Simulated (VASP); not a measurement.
# MoS2 (P-3m1) in VASP: further runs, part 2 of 3

VASP 6.6.1. The steps go on from the part before.

### 3 Single point, PBEsol

This run uses another cell than the first one, of 18.98 Å³/atom.

Contents of INCAR:

```
SYSTEM = MoS2
PREC = Accurate
ENCUT = 520
EDIFF = 1E-7
ISMEAR = 1
SIGMA = 0.1
LREAL = .False.
LASPH = .True.
NELM = 80
ALGO = Normal
ISIF = 2
LWAVE = .False.
LCHARG = .False.
GGA = PS
NBANDS = 20
```

Contents of KPOINTS:

```
Automatic mesh
0
Gamma
  10 10 5
  0 0 0
```

Contents of POSCAR:

```
MoS2
1.0
    3.2274650000      0.0000000000      0.0000000000
   -1.6137320000      2.7950660000      0.0000000000
    0.0000000000      0.0000000000      6.3124730000
Mo S
1 2
Direct
    0.0000000000      0.0000000000      0.5000000000
    0.3333333333      0.6666666667      0.2553190000
    0.6666666667      0.3333333333      0.7446810000
```

Potentials or basis: VASP PAW PBE potentials, release 64 (Mo_sv, S).

Launch:

```
cat potpaw_PBE.64/Mo_sv/POTCAR potpaw_PBE.64/S/POTCAR > POTCAR
mpirun -np 1 vasp_std > vasp.out
```

Wall time 93 s (1 thread of Intel Xeon 8259CL, shared host); peak memory 0.21 GiB.

Results (log left out):

| Item | Value |
| --- | --- |
| Free energy | -22.5710 eV |
| Pressure | -3.4 GPa |
| Largest force | 0.022 eV/Å |
| Band gap on the k mesh | zero (bands 13 and 14 overlap by 0.77 eV) |

Forces on the atoms (eV/Å):
```
Mo   0.000  0.000  0.000
S    0.000  0.000 -0.022
S    0.000  0.000  0.022
```

Stress tensor (GPa, compression positive):
```
-4.75  0.00  0.00
 0.00 -4.75  0.00
 0.00  0.00 -0.64
```

Levels at points of the mesh, in eV from the Fermi level:
```tsv
k point	band 10	band 11	band 12	band 13	band 14	band 15	band 16	band 17
(0.00, 0.00, 0.00)	-1.92	-1.19	-1.06	-1.06	-0.40	-0.40	3.11	3.11
(0.50, 0.00, 0.00)	-4.20	-3.29	-1.86	-1.83	0.84	1.61	3.55	3.68
```

Caveat: the cell stands under tension; the PAW data sets were made with another functional, which shifts forces and pressure a little; this functional lacks dispersion, which binds the layers, so the pressure and a relaxed spacing across them are unreliable.

### 4 Single point, PBEsol

This run uses another cell than the first one, of 19.46 Å³/atom.

Contents of INCAR:

```
ALGO = Normal
EDIFF = 1E-7
ENCUT = 520
GGA = PS
ISIF = 2
ISMEAR = 1
LASPH = True
LCHARG = False
LREAL = False
LWAVE = False
NBANDS = 20
NELM = 80
PREC = Accurate
SIGMA = 0.1
```

Contents of KPOINTS:

```
k-points
0
Gamma
  10 10 5
```

Contents of POSCAR:

```
MoS2
1.0
    3.2541394741      0.0000000000      0.0000000000
   -1.6270692329      2.8181667666      0.0000000000
    0.0000000000      0.0000000000      6.3646445643
Mo S
1 2
Direct
    0.0000000000      0.0000000000      0.5000000000
    0.3333333333      0.6666666667      0.2553190000
    0.6666666667      0.3333333333      0.7446810000
```

Potentials or basis: VASP PAW PBE potentials, release 64 (Mo_sv, S).

Launch:

```
cat potpaw_PBE.64/Mo_sv/POTCAR potpaw_PBE.64/S/POTCAR > POTCAR
mpirun -np 1 vasp_std > vasp.out
```

OUTCAR:

```text
EDIFF = 1E-7
   ENCUT = 520
   GGA = PS
   ISIF = 2
   ISMEAR = 1
   LASPH = True
   LREAL = False
   NELM = 80
   PREC = Accurate

 ion  position               nearest neighbor table
   1  0.000  0.000  0.500-   2 2.44   3 2.44   3 2.44   2 2.44   3 2.44   2 2.44
   2  0.333  0.667  0.255-   1 2.44   1 2.44   1 2.44
   3  0.667  0.333  0.745-   1 2.44   1 2.44   1 2.44

  LATTYP: Found a hexagonal cell.
 ALAT       =     3.2541394741
 C/A-ratio  =     1.9558610241

  Lattice vectors:

 A1 = (   3.2541394741,   0.0000000000,   0.0000000000)
 A2 = (  -1.6270692329,   2.8181667666,   0.0000000000)
 A3 = (   0.0000000000,   0.0000000000,   6.3646445643)

Analysis of symmetry for initial positions (statically):
=====================================================================
 Subroutine PRICEL returns:
 Original cell was already a primitive cell.

 Routine SETGRP: Setting up the symmetry group for a
 hexagonal supercell.

 Subroutine GETGRP returns: Found 12 space group operations
 (whereof 12 operations were pure point group operations)
 out of a pool of 24 trial point group operations.

The static configuration has the point symmetry D_3d.

Analysis of symmetry for dynamics (positions and initial velocities):
=====================================================================
 Subroutine PRICEL returns:
 Original cell was already a primitive cell.

 Routine SETGRP: Setting up the symmetry group for a
 hexagonal supercell.

 Subroutine GETGRP returns: Found 12 space group operations
 (whereof 12 operations were pure point group operations)
 out of a pool of 24 trial point group operations.

The dynamic configuration has the point symmetry D_3d.

[... 111 lines left out ...]
   NELECT =      26.0000    total number of electrons
   NUPDOWN=      -1.0000    fix difference up-down
   EMIN   =  10.00;   EMAX   =-10.00  energy-range for DOS
   EFERMI =   0.00;   METHOD = LEGACY
   ISMEAR =     1;   SIGMA  =   0.10  broadening in eV -4-tet -1-fermi 0-gaus
   EFERMI_NEDOS =   21; number of points for ismear=-14 and -15
   IALGO  =     38    algorithm
   IMIX   =      4    mixing-type and parameters
     AMIX     =   0.40;   BMIX     =  1.00
     AMIX_MAG =   1.60;   BMIX_MAG =  1.00
  volume/ion in A,a.u.               =      19.46       131.30
  Fermi-wavevector in a.u.,A,eV,Ry     =   1.250279  2.362685 21.268595  1.563198
  Thomas-Fermi vector in A             =   2.384281
   LORBIT       =      0    0 simple, 1 ext, 2 COOP (PROOUT), +10 PAW based schemes
   GGA     = PS    functional components
   LHFCALC =     F    Hartree Fock is set to
   AEXX    =    0.0000 exact exchange contribution
   IVDW    =     0    specifies the selected vdW correction
   LEPSILON=     F    determine dielectric tensor
   LRPA    =     F    only Hartree local field effects (RPA)
 non-spin polarized calculation
 Methfessel and Paxton  Order N= 1 SIGMA  =   0.10
  energy-cutoff  :      520.00
  volume of cell :       58.37
 maximum number of plane-waves:      1596
   NGX = 13   NGY = 13   NGZ = 23

 number of electron      26.0000002 magnetization

 Free energy of the ion-electron system (eV)
  ---------------------------------------------------
  ext. energy  EPLUGINS =         0.00000000
  ---------------------------------------------------
  free energy    TOTEN  =       -22.52806995 eV

  energy without entropy =      -22.52925298  energy(sigma->0) =      -22.52846429

 E-fermi :   6.6135     XC(G=0): -10.5047

 val. band max:        6.5476525828   @ k =   0.2000   0.2000   0.4000
 cond. band min:       6.6495884710   @ k =   0.1000   0.0000   0.2000
 fundamental gap:      0.1019358882
 Fermi energy:         6.6134713522

 k-point     1 :       0.0000    0.0000    0.0000
  band No.  band energies     occupation
      1     -55.1782      2.00000
      2     -29.2181      2.00000
      3     -29.2121      2.00000
      4     -29.2121      2.00000
      5      -8.1313      2.00000
      6      -6.7407      2.00000
[... 541 lines left out ...]
     19      12.8139      0.00000
     20      14.1521      0.00000

 [... further k-points ...]

------------------------ aborting loop because EDIFF is reached ----------------------------------------

  FORCE on cell =-STRESS in cart. coord.  units (eV):
  Direction    XX          YY          ZZ          XY          YZ          ZX
  --------------------------------------------------------------------------------------
  -------------------------------------------------------------------------------------
  Total       -2.7419335     -2.7419322     -1.4374737     -0.0000005      0.0000000      0.0000000
  in kB      -75.2645543    -75.2645177    -39.4578555     -0.0000135      0.0000000      0.0000000
  external PRESSURE =     -63.3289759 kB  Pullay stress =       0.0000000 kB

 VOLUME and BASIS-vectors are now :
 -----------------------------------------------------------------------------
  energy-cutoff  :      520.00
  volume of cell :       58.37
      direct lattice vectors                 reciprocal lattice vectors
     3.254139474  0.000000000  0.000000000     0.307300903  0.177420247  0.000000000
    -1.627069233  2.818166767  0.000000000     0.000000000  0.354840605  0.000000000
     0.000000000  0.000000000  6.364644564     0.000000000  0.000000000  0.157117965

 POSITION                                       TOTAL-FORCE (eV/Angst)
 -----------------------------------------------------------------------------------
      0.00000      0.00000      3.18232         0.000000      0.000000      0.000000
      0.00000      1.87878      1.62501        -0.000000      0.000000      0.355203
      1.62707      0.93939      4.73963         0.000000      0.000000     -0.355203
 -----------------------------------------------------------------------------------
    total drift:                                0.000000      0.000000      0.000000

  FREE ENERGIE OF THE ION-ELECTRON SYSTEM (eV)
  ---------------------------------------------------
  free  energy   TOTEN  =       -22.5280699484 eV

  energy  without entropy=      -22.5292529811  energy(sigma->0) =      -22.52846429
```

Wall time 98 s (1 thread of Intel Xeon 8259CL, shared host); peak memory 0.21 GiB.

What came out:

```yaml
Free_energy: -22.5281 eV
Pressure: -6.3 GPa
Largest_force: 0.355 eV/Å
Band_gap_on_the_k_mesh: zero (bands 13 and 14 overlap by 0.77 eV)
```

Forces on the atoms (eV/Å):
```
Mo   0.000  0.000  0.000
S    0.000  0.000  0.355
S    0.000  0.000 -0.355
```

Caveat: the cell stands under tension; the PAW data sets were made with another functional, which shifts forces and pressure a little; this functional lacks dispersion, which binds the layers, so the pressure and a relaxed spacing across them are unreliable.

### 5 Single point, PBEsol

This run uses another cell than the first one, of 19.93 Å³/atom.

Contents of INCAR:

```
PREC = Accurate
ENCUT = 520
EDIFF = 1E-7
ISMEAR = 1
SIGMA = 0.1
LREAL = False
LASPH = True
NELM = 80
ALGO = Normal
ISIF = 2
LWAVE = False
LCHARG = True
GGA = PS
LELF = True
LVHAR = True
NBANDS = 20
```

Contents of KPOINTS:

```
Automatic mesh
0
Gamma
  10 10 5
```

Contents of POSCAR:

```
MoS2
1.0
    3.2803836677      0.0000000000      0.0000000000
   -1.6401913257      2.8408948995      0.0000000000
    0.0000000000      0.0000000000      6.4159745597
Mo S
1 2
Direct
    0.0000000000      0.0000000000      0.5000000000
    0.3333333333      0.6666666667      0.2553190000
    0.6666666667      0.3333333333      0.7446810000
```

Potentials or basis: VASP PAW PBE potentials, release 64 (Mo_sv, S).

Launch:

```
cat potpaw_PBE.64/Mo_sv/POTCAR potpaw_PBE.64/S/POTCAR > POTCAR
mpirun -np 1 vasp_std > vasp.out
```

OUTCAR:

```text
PREC = Accurate
   ENCUT = 520
   EDIFF = 1E-7
   ISMEAR = 1
   LREAL = False
   LASPH = True
   NELM = 80
   ISIF = 2
   GGA = PS

 ion  position               nearest neighbor table
   1  0.000  0.000  0.500-   2 2.46   3 2.46   3 2.46   2 2.46   3 2.46   2 2.46
   2  0.333  0.667  0.255-   1 2.46   1 2.46   1 2.46
   3  0.667  0.333  0.745-   1 2.46   1 2.46   1 2.46

  LATTYP: Found a hexagonal cell.
 ALAT       =     3.2803836677
 C/A-ratio  =     1.9558610241

  Lattice vectors:

 A1 = (   3.2803836677,   0.0000000000,   0.0000000000)
 A2 = (  -1.6401913257,   2.8408948995,   0.0000000000)
 A3 = (   0.0000000000,   0.0000000000,   6.4159745597)

Analysis of symmetry for initial positions (statically):
=====================================================================
 Subroutine PRICEL returns:
 Original cell was already a primitive cell.

 Routine SETGRP: Setting up the symmetry group for a
 hexagonal supercell.

 Subroutine GETGRP returns: Found 12 space group operations
 (whereof 12 operations were pure point group operations)
 out of a pool of 24 trial point group operations.
[... 161 lines left out ...]
  free energy    TOTEN  =       -22.46061360 eV

  energy without entropy =      -22.46155931  energy(sigma->0) =      -22.46092884

 E-fermi :   6.3090     XC(G=0): -10.3885

 val. band max:        6.2554712011   @ k =   0.2000   0.2000   0.4000
 cond. band min:       6.3485677805   @ k =   0.1000  -0.0000   0.2000
 fundamental gap:      0.0930965794
 Fermi energy:         6.3090434721

 k-point     1 :       0.0000    0.0000    0.0000
  band No.  band energies     occupation
      1     -55.4837      2.00000
      2     -29.5180      2.00000
      3     -29.5180      2.00000
      4     -29.5034      2.00000
      5      -8.2695      2.00000
      6      -6.9475      2.00000
[... 541 lines left out ...]
     19      12.4446      0.00000
     20      13.8202      0.00000

 [... further k-points ...]

------------------------ aborting loop because EDIFF is reached ----------------------------------------

  FORCE on cell =-STRESS in cart. coord.  units (eV):
  Direction    XX          YY          ZZ          XY          YZ          ZX
  --------------------------------------------------------------------------------------
  -------------------------------------------------------------------------------------
  Total       -3.7076808     -3.7076790     -2.5526689     -0.0000007      0.0000000      0.0000000
  in kB      -99.3505963    -99.3505480    -68.4010275     -0.0000178      0.0000000      0.0000000
  external PRESSURE =     -89.0340573 kB  Pullay stress =       0.0000000 kB

 VOLUME and BASIS-vectors are now :
 -----------------------------------------------------------------------------
  energy-cutoff  :      520.00
  volume of cell :       59.79
      direct lattice vectors                 reciprocal lattice vectors
     3.280383668  0.000000000  0.000000000     0.304842391  0.176000825  0.000000000
    -1.640191326  2.840894899  0.000000000     0.000000000  0.352001758  0.000000000
     0.000000000  0.000000000  6.415974560     0.000000000  0.000000000  0.155860967

 POSITION                                       TOTAL-FORCE (eV/Angst)
 -----------------------------------------------------------------------------------
      0.00000      0.00000      3.20799        -0.000000      0.000000      0.000000
      0.00000      1.89393      1.63812         0.000000      0.000000      0.698761
      1.64019      0.94696      4.77785        -0.000000     -0.000000     -0.698761
 -----------------------------------------------------------------------------------
    total drift:                                0.000000      0.000000      0.000000

  FREE ENERGIE OF THE ION-ELECTRON SYSTEM (eV)
  ---------------------------------------------------
  free  energy   TOTEN  =       -22.4606135989 eV

  energy  without entropy=      -22.4615593106  energy(sigma->0) =      -22.46092884
```

OSZICAR:

```text
N       E                     dE             d eps       ncg     rms          rms(c)
DAV:   1     0.187225126592E+03    0.18723E+03   -0.14900E+04  2544   0.121E+03
DAV:   2    -0.164228087763E+02   -0.20365E+03   -0.19863E+03  2896   0.308E+02
DAV:   3    -0.241314742708E+02   -0.77087E+01   -0.76070E+01  2808   0.566E+01
DAV:   4    -0.242370804711E+02   -0.10561E+00   -0.10550E+00  2896   0.699E+00
DAV:   5    -0.242386443404E+02   -0.15639E-02   -0.15637E-02  2872   0.818E-01    0.210E+01
DAV:   6    -0.231756225113E+02    0.10630E+01   -0.18155E+01  2400   0.220E+01    0.905E+00
DAV:   7    -0.226230788572E+02    0.55254E+00   -0.78378E+00  2388   0.138E+01    0.534E+00
DAV:   8    -0.224619318036E+02    0.16115E+00   -0.87146E-01  2536   0.497E+00    0.164E+00
DAV:   9    -0.224626284090E+02   -0.69661E-03   -0.34617E-02  2692   0.108E+00    0.619E-01
DAV:  10    -0.224608545539E+02    0.17739E-02   -0.21491E-02  2524   0.864E-01    0.194E-01
DAV:  11    -0.224606602795E+02    0.19427E-03   -0.10317E-03  2624   0.204E-01    0.736E-02
DAV:  12    -0.224606069680E+02    0.53312E-04   -0.14576E-04  2656   0.710E-02    0.470E-02
DAV:  13    -0.224606150897E+02   -0.81217E-05   -0.13375E-04  2464   0.654E-02    0.156E-02
DAV:  14    -0.224606138135E+02    0.12762E-05   -0.54993E-06  2780   0.145E-02    0.103E-02
DAV:  15    -0.224606135844E+02    0.22908E-06   -0.21768E-06  2604   0.713E-03    0.150E-03
DAV:  16    -0.224606135989E+02   -0.14549E-07   -0.57061E-08  1808   0.142E-03
   1 F= -.22460614E+02 E0= -.22460929E+02  d E =0.945712E-03
```

Wall time 1.8 min (1 thread of Intel Xeon 8259CL, shared host); peak memory 0.21 GiB.

Results:

```
Free energy            : -22.4606 eV
Pressure               : -8.9 GPa
Largest force          : 0.699 eV/Å
Band gap on the k mesh : zero (bands 13 and 14 overlap by 0.77 eV)
```

Forces in eV/Å, atoms in the order of the input:
```
Mo   0.000  0.000  0.000
S    0.000  0.000  0.699
S    0.000  0.000 -0.699
```

Stress tensor (GPa, compression positive):
```
-9.94  0.00  0.00
 0.00 -9.94  0.00
 0.00  0.00 -6.84
```

Caveat: the cell stands under tension; the PAW data sets were made with another functional, which shifts forces and pressure a little; this functional lacks dispersion, which binds the layers, so the pressure and a relaxed spacing across them are unreliable.

(Continued in part 3 of 3.)
